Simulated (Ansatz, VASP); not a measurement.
## Ti: VASP beside Ansatz

```xyz
1
Lattice="0.0000 2.0567 2.0567 2.0567 0.0000 2.0567 2.0567 2.0567 0.0000" Properties=species:S:1:pos:R:3 pbc="T T T"
Ti    0.0000    0.0000    0.0000
```

Change from the starting cell: volume scaled by 1.04, crystal datasets.

Alike in both runs: task electric field gradients; functional PBE; k mesh 15 × 15 × 15; occupations fermi-dirac, width 0.05 eV; no spin polarisation.

|  | VASP | Ansatz |
| --- | --- | --- |
| version | VASP 6.6.1 | Ansatz 0.2.0 |
| potentials or method | VASP PAW PBE potentials, release 64 (Ti_sv), cutoff 520 eV | all-electron PAW with datasets made for the crystal, scalar-relativistic |

|  | VASP | Ansatz | Ansatz less VASP |
| --- | --- | --- | --- |
| pressure (GPa) | -0.3 | -0.1 | +0.26 |

Ansatz ran all-electron here, and VASP with PAW potentials.
